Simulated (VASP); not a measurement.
Wanted: the native input for a VASP 6.6.1 run.

- Task: single point
- Functional: r2SCAN
- Potentials or basis: VASP PAW PBE potentials, release 64 (W_sv, Se)
- Cutoff: 520 eV
- k mesh: 12 × 12 × 6
- Occupations: gaussian, width 0.1 eV
- Spin: collinear spin
- Starting moments: [1.0, -1.0, 0.0, 0.0] μB
- Hubbard terms: W d U = 6.2 eV
- Dipole correction: no
- Further INCAR settings: ALGO = Normal; EDIFF = 1e-06; NBANDS = 32

Crystal: WSe.

```
W Se
1.0
     0.00000    2.85301    2.85301
     2.85301    0.00000    2.85301
     5.70601    5.70601    0.00000
W Se
2 2
Direct
  0.00000 0.00000 0.00000
  0.00000 0.00000 0.50000
  0.50000 0.50000 0.25000
  0.50000 0.50000 0.75000
```

One way to write it, as run:

POSCAR

```
WSe
1.0
    0.0000000000      2.8530058079      2.8530058079
    2.8530058079      0.0000000000      2.8530058079
    5.7060116159      5.7060116159      0.0000000000
W Se
2 2
Direct
    0.0000000000      1.0000000000      1.0000000000
    0.0000000000      1.0000000000      0.5000000000
    0.5000000000      0.5000000000      0.2500000000
    0.5000000000      0.5000000000      0.7500000000
```

INCAR.step1

```
SYSTEM = WSe
  PREC = Accurate
  ENCUT = 520
  ISMEAR = 0
  SIGMA = 0.1
  LREAL = .FALSE.
  LASPH = .TRUE.
  NELM = 150
  ISPIN = 2
  MAGMOM = 1 -1 0 0
  LMAXMIX = 4
  LDAU = .TRUE.
  LDAUTYPE = 2
  LDAUL = 2 -1
  LDAUU = 6.2 0
  LDAUJ = 0 0
  NBANDS = 32
  GGA = PE
  ALGO = Normal
  EDIFF = 1E-4
  LWAVE = .TRUE.
  LCHARG = .FALSE.
  KPAR = 4
```

INCAR.step2

```
SYSTEM = WSe
  PREC = Accurate
  ENCUT = 520
  EDIFF = 1E-6
  ISMEAR = 0
  SIGMA = 0.1
  LREAL = .FALSE.
  LASPH = .TRUE.
  NELM = 150
  ALGO = Normal
  ISIF = 2
  LWAVE = .FALSE.
  LCHARG = .FALSE.
  ISPIN = 2
  MAGMOM = 1 -1 0 0
  LORBIT = 11
  LMAXMIX = 4
  LDAU = .TRUE.
  LDAUTYPE = 2
  LDAUL = 2 -1
  LDAUU = 6.2 0
  LDAUJ = 0 0
  LDAUPRINT = 1
  METAGGA = R2SCAN
  LMIXTAU = .TRUE.
  NBANDS = 32
  ISTART = 1
  KPAR = 4
```

KPOINTS

```
regular mesh
0
G
  12 12 6
  0 0 0
```

Potentials or basis: VASP PAW PBE potentials, release 64 (W_sv, Se).

The run is started by

```sh
$ cat potpaw_PBE.64/W_sv/POTCAR potpaw_PBE.64/Se/POTCAR > POTCAR
$ cp INCAR.step1 INCAR
$ mpirun -np 4 vasp_std > vasp.out
$ cp INCAR.step2 INCAR
$ mpirun -np 4 vasp_std > vasp.out
```

It gave:

- Pressure: -3.4 GPa
- Band gap on the k mesh: zero (filled and empty bands overlap)
- Net moment: 0.00 μB per cell
- Site moments: W +3.02, -3.02; Se +0.00 μB
- Valence electrons inside the program's atomic spheres: W 11.72; Se 3.90

Caveat: the cell stands under tension; the PAW data sets were made with another functional, which shifts forces and pressure a little; spin-orbit coupling is left out, which moves the levels of the heavy elements.

It took 15 min on 4 MPI ranks on Oxide Virtual Turin-like Processor (shared host), peak memory 0.56 GiB a rank.
